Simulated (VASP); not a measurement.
# HfC (Fm-3m) in VASP: settings compared, part 2 of 2

VASP 6.6.1.

## 3. Phonons, r2SCAN+D3(BJ), collinear spin, ferromagnetic start

File INCAR:

```
SYSTEM = HfC
ALGO = Normal
EDIFF = 1E-8
ENCUT = 520
IBRION = 6
ISIF = 2
ISMEAR = 0
ISPIN = 2
IVDW = 12
LASPH = .True.
LCHARG = .False.
LMAXMIX = 4
LMIXTAU = .True.
LORBIT = 11
LREAL = .False.
LWAVE = .False.
MAGMOM = 0.43 0
METAGGA = R2SCAN
NELM = 150
NFREE = 2
NSW = 1
POTIM = 0.015
PREC = Accurate
SIGMA = 0.15
VDW_A1 = 0.49484001
VDW_A2 = 5.73083694
VDW_S6 = 1.0
VDW_S8 = 0.78981345
```

File KPOINTS:

```
k-points
0
Gamma
  10 10 10
  0 0 0
```

File POSCAR:

```
HfC
1.0
    0.0000000000      2.3250000000      2.3250000000
    2.3250000000      0.0000000000      2.3250000000
    2.3250000000      2.3250000000      0.0000000000
Hf C
1 1
Direct
    0.5000000000      0.5000000000      0.5000000000
    0.0000000000      0.0000000000      0.0000000000
```

Potentials or basis: VASP PAW PBE potentials, release 64 (Hf_pv, C).

The run is started by

```bash
$ cat potpaw_PBE.64/Hf_pv/POTCAR potpaw_PBE.64/C/POTCAR > POTCAR
$ mpirun -np 1 vasp_std > vasp.out
```

OUTCAR:

```text
SYSTEM = HfC
   EDIFF = 1E-8
   ENCUT = 520
   IBRION = 6
   ISIF = 2
   ISMEAR = 0
   ISPIN = 2
   IVDW = 12
   LASPH = .True.
   LORBIT = 11
   LREAL = .False.
   METAGGA = R2SCAN
   NELM = 150
   NFREE = 2
   NSW = 1
   POTIM = 0.015
   PREC = Accurate
 IVDW          = 12

 ion  position               nearest neighbor table
   1  0.500  0.500  0.500-   2 2.33   2 2.33   2 2.33   2 2.33   2 2.33   2 2.33
   2  0.000  0.000  0.000-   1 2.33   1 2.33   1 2.33   1 2.33   1 2.33   1 2.33

  LATTYP: Found a face centered cubic cell.
 ALAT       =     4.6500000000

  Lattice vectors:

 A1 = (   0.0000000000,   2.3250000000,   2.3250000000)
 A2 = (   2.3250000000,   0.0000000000,   2.3250000000)
 A3 = (   2.3250000000,   2.3250000000,   0.0000000000)

Analysis of symmetry for initial positions (statically):
=====================================================================
 Subroutine PRICEL returns:
 Original cell was already a primitive cell.

 Routine SETGRP: Setting up the symmetry group for a
 face centered cubic supercell.

 Subroutine GETGRP returns: Found 48 space group operations
 (whereof 48 operations were pure point group operations)
 out of a pool of 48 trial point group operations.

The static configuration has the point symmetry O_h .

Analysis of symmetry for dynamics (positions and initial velocities):
=====================================================================
 Subroutine PRICEL returns:
 Original cell was already a primitive cell.

 Routine SETGRP: Setting up the symmetry group for a
 face centered cubic supercell.

 Subroutine GETGRP returns: Found 48 space group operations
 (whereof 48 operations were pure point group operations)
 out of a pool of 48 trial point group operations.

The dynamic configuration has the point symmetry O_h .

[... 674 lines left out ...]
      1     -25.3530      1.00000
      2     -25.0579      1.00000
      3     -25.0372      1.00000
      4      -5.0612      1.00000
      5       1.9786      1.00000
      6       4.1077      1.00000
      7       5.1050      1.00000
      8       6.1937      0.01334
      9      11.4478      0.00000
     10      12.6412      0.00000
     11      12.7648      0.00000

 [... further k-points ...]

 spin component 2

 k-point     1 :       0.0000    0.0000    0.0000
  band No.  band energies     occupation
      1     -24.8605      1.00000
      2     -24.8605      1.00000
      3     -24.8605      1.00000
      4      -7.1375      1.00000
      5       6.8878      0.00000
      6       6.8878      0.00000
      7       6.8966      0.00000
      8       7.5281      0.00000
      9       7.5439      0.00000
     10       7.5439      0.00000
     11       9.4354      0.00000
[... 355 lines left out ...]
  FREE ENERGIE OF THE ION-ELECTRON SYSTEM (eV)
  ---------------------------------------------------
  free  energy   TOTEN  =       -57.6781475222 eV

  energy  without entropy=      -57.6752470722  energy(sigma->0) =      -57.67669730

 INTERNAL STRAIN TENSORS FROM DISPLACED ATOMS
 ============================================

 INTERNAL STRAIN TENSOR FOR ION    1 for displacements in x,y,z  (eV/Angst):
          X           Y           Z          XY          YZ          ZX
  --------------------------------------------------------------------------------
  x     0.00000     0.00000     0.00000     0.00000     0.00000     0.00000
  y     0.00000     0.00000     0.00000     0.00000     0.00000     0.00000
  z     0.00000     0.00000     0.00000     0.00000     0.00000     0.00000

 INTERNAL STRAIN TENSOR FOR ION    2 for displacements in x,y,z  (eV/Angst):
          X           Y           Z          XY          YZ          ZX
  --------------------------------------------------------------------------------
  x     0.00000     0.00000     0.00000     0.00000     0.00000     0.00000
  y     0.00000     0.00000     0.00000     0.00000     0.00000     0.00000
  z     0.00000     0.00000     0.00000     0.00000     0.00000     0.00000

 Eigenvectors and eigenvalues of the dynamical matrix
 ----------------------------------------------------

   1 f  =   12.159096 THz    76.397850 2PiTHz  405.583770 cm-1    50.285956 meV
             X         Y         Z           dx          dy          dz
      2.325000  2.325000  2.325000     0.250991   -0.000000    0.000000
      0.000000  0.000000  0.000000    -0.967989   -0.000000    0.000000
[... 21 lines left out ...]
   6 f/i=    0.001323 THz     0.008310 2PiTHz    0.044117 cm-1     0.005470 meV
             X         Y         Z           dx          dy          dz
      2.325000  2.325000  2.325000    -0.062356    0.512120    0.819053
      0.000000  0.000000  0.000000    -0.016168    0.132788    0.212373

 ELASTIC MODULI CONTR FROM IONIC RELAXATION (kBar)
 Direction    XX          YY          ZZ          XY          YZ          ZX
 --------------------------------------------------------------------------------
 XX           0.0000      0.0000      0.0000      0.0000      0.0000      0.0000
 YY           0.0000      0.0000      0.0000      0.0000      0.0000      0.0000
 ZZ           0.0000      0.0000      0.0000      0.0000      0.0000      0.0000
 XY           0.0000      0.0000      0.0000      0.0000      0.0000      0.0000
 YZ           0.0000      0.0000      0.0000      0.0000      0.0000      0.0000
 ZX           0.0000      0.0000      0.0000      0.0000      0.0000      0.0000
 --------------------------------------------------------------------------------

 total charge

# of ion       s       p       d       tot
------------------------------------------
    1        0.316   6.635   1.630   8.581
    2        0.883   1.525   0.000   2.407
--------------------------------------------------
tot          1.199   8.160   1.630  10.989

 magnetization (x)

# of ion       s       p       d       tot
------------------------------------------
    1       -0.000  -0.000  -0.000  -0.000
    2        0.000   0.000   0.000   0.000
--------------------------------------------------
tot          0.000   0.000  -0.000  -0.000
```

OSZICAR:

```text
N       E                     dE             d eps       ncg     rms          rms(c)
DAV:   1    -0.171573061340E+02   -0.17157E+02   -0.81734E+03  2068   0.124E+03
DAV:   2    -0.614125094882E+02   -0.44255E+02   -0.41903E+02  2550   0.219E+02
DAV:   3    -0.631458183999E+02   -0.17333E+01   -0.17147E+01  2718   0.323E+01
[... 70 lines left out ...]
DAV:   9    -0.573387634909E+02   -0.40472E-06   -0.51622E-07  4689   0.769E-03    0.153E-03
DAV:  10    -0.573387634338E+02    0.57108E-07   -0.57938E-08  4794   0.280E-03    0.464E-04
DAV:  11    -0.573387634524E+02   -0.18592E-07   -0.15705E-08  4372   0.155E-03    0.355E-04
DAV:  12    -0.573387634095E+02    0.42890E-07   -0.32166E-09  2406   0.757E-04    0.417E-05
DAV:  13    -0.573387634273E+02   -0.17811E-07   -0.51129E-10  2424   0.245E-04    0.434E-05
DAV:  14    -0.573387634179E+02    0.93776E-08   -0.88706E-11  2397   0.118E-04
   5 F= -.57678148E+02 E0= -.57676697E+02  d E =-.290045E-02  mag=    -0.0000
```

Run time: 26 min. Hardware: 1 thread of AMD EPYC 7R13, shared host; peak memory 0.22 GiB.

What came out:

| Property | Result |
| --- | --- |
| Net moment | 0.00 μB per cell |
| Valence electrons inside the program's atomic spheres | Hf 8.58; C 2.41 |
| Highest phonon frequency at Γ, LO-TO splitting left out | 406 cm⁻¹ |
| Dispersion energy per atom | -0.170 eV |

Phonon frequencies in cm⁻¹ (negative: imaginary):
```tsv
q point	frequencies
(0.000, 0.000, 0.000)	0 0 0 406 406 406
```

Caveat: the cell wasn't relaxed at this level first, which shifts response properties; the PAW data sets were made with another functional, which shifts forces and pressure a little; spin-orbit coupling is left out, which moves the levels of the heavy elements.

## 4. Single point, PBE+D4+U, non-collinear spin, typed start, spin-orbit coupling

File INCAR:

```
ALGO = Normal ; EDIFF = 1E-7
ENCUT = 520 ; GGA = PE
GGA_COMPAT = False ; ISIF = 2
ISMEAR = -1 ; IVDW = 13
LASPH = True ; LCHARG = False
LDAU = True ; LDAUJ = 0 0
LDAUL = 2 -1 ; LDAUPRINT = 1
LDAUTYPE = 2 ; LDAUU = 6.2 0
LMAXMIX = 4 ; LORBIT = 11
LORBMOM = True ; LREAL = False
LSORBIT = True ; LWAVE = False
MAGMOM = 0 0 0.5 0 0 0 ; NBANDS = 26
NELM = 150 ; PREC = Accurate
SIGMA = 0.05
```

File KPOINTS:

```
k-points
0
Gamma
  10 10 10
```

POSCAR is that of step 3.

Potentials or basis: VASP PAW PBE potentials, release 64 (Hf_pv, C).

The run is started by

```bash
$ cat potpaw_PBE.64/Hf_pv/POTCAR potpaw_PBE.64/C/POTCAR > POTCAR
$ mpirun -np 1 vasp_ncl > vasp.out
```

OUTCAR:

```text
EDIFF = 1E-7
   ENCUT = 520
   GGA = PE
   ISIF = 2
   ISMEAR = -1
   IVDW = 13
   LASPH = True
   LORBIT = 11
   LREAL = False
   LSORBIT = True
   NELM = 150
   PREC = Accurate

 ion  position               nearest neighbor table
   1  0.500  0.500  0.500-   2 2.33   2 2.33   2 2.33   2 2.33   2 2.33   2 2.33
   2  0.000  0.000  0.000-   1 2.33   1 2.33   1 2.33   1 2.33   1 2.33   1 2.33

  LATTYP: Found a face centered cubic cell.
 ALAT       =     4.6500000000

  Lattice vectors:

 A1 = (   0.0000000000,   2.3250000000,   2.3250000000)
 A2 = (   2.3250000000,   0.0000000000,   2.3250000000)
[... 1047 lines left out ...]
     0.0000000     0.0000000     0.0000000     0.0000000     0.0000000
 l=   3
     0.0000000     0.0000000     0.0000000     0.0000000     0.0000000     0.0000000     0.0000000
     0.0000000     0.0000000     0.0000000     0.0000000     0.0000000     0.0000000     0.0000000
     0.0000000     0.0000000     0.0000000     0.0000000     0.0000000     0.0000000     0.0000000
     0.0000000     0.0000000     0.0000000     0.0000000     0.0000000     0.0000000     0.0000000
     0.0000000     0.0000000     0.0000000     0.0000000     0.0000000     0.0000000     0.0000000
     0.0000000     0.0000000     0.0000000     0.0000000     0.0000000     0.0000000     0.0000000
     0.0000000     0.0000000     0.0000000     0.0000000     0.0000000     0.0000000     0.0000000

 total charge

# of ion       s       p       d       tot
------------------------------------------
    1        0.343   6.757   1.414   8.514
    2        0.867   1.579   0.000   2.446
--------------------------------------------------
tot          1.210   8.336   1.414  10.960

 magnetization (x)

# of ion       s       p       d       tot
------------------------------------------
    1        0.000   0.000   0.000   0.000
    2        0.000   0.000   0.000   0.000
--------------------------------------------------
tot          0.000   0.000   0.000   0.000

 magnetization (y)

# of ion       s       p       d       tot
------------------------------------------
    1        0.000   0.000   0.000   0.000
    2        0.000   0.000   0.000   0.000
--------------------------------------------------
tot          0.000   0.000   0.000   0.000

 magnetization (z)

# of ion       s       p       d       tot
------------------------------------------
    1        0.000  -0.000  -0.000  -0.000
    2        0.000   0.000   0.000   0.000
--------------------------------------------------
tot          0.000  -0.000  -0.000   0.000
```

Wall time 3.9 min (1 thread of Intel Xeon 8259CL, shared host); peak memory 0.3 GiB.

What came out:

- Free energy: -18.1867 eV
- Pressure: 18.7 GPa
- Net moment: 0.00 μB per cell
- Valence electrons inside the program's atomic spheres: Hf 8.51; C 2.45
- Dispersion energy per atom: -0.250 eV

Moments on the atoms (μB; x, y, z):
```
Hf  0.00 0.00 0.00
C   0.00 0.00 0.00
```

Caveat: the U is typed as a test and isn't derived for this compound. The state reached can hang on the start; a lower one may exist.

## 5. Overview

```tsv
task	level	spin	U	smearing	k mesh for the DOS	occupations for the DOS	moment (μB)
density of states	PBEsol+U	off	Hf d U = 5.0 eV	fermi-dirac 0.05 eV	15 × 15 × 15	tetrahedron	-
phonons	r2SCAN+D3(BJ)	collinear, ferromagnetic start	-	gaussian 0.15 eV	-	-	0.00
single point	PBE+D4+U	non-collinear, typed start, SOC	Hf d U = 6.2 eV	fermi-dirac 0.05 eV	-	-	0.00
```

Alike in all rows: potentials or basis VASP PAW PBE potentials, release 64 (Hf_pv, C); cell as given; k mesh 10 × 10 × 10; cutoff (eV) 520.

Caveats: the PAW data sets were made with another functional, which shifts forces and pressure a little (some runs); spin-orbit coupling is left out, which moves the levels of the heavy elements (some runs); the U is typed as a test and isn't derived for this compound (some runs); U without spin polarisation on a metal has little footing (some runs); the cell wasn't relaxed at this level first, which shifts response properties (some runs).

Total energies depend on the potentials used, so only differences within one code and one set of settings carry meaning.
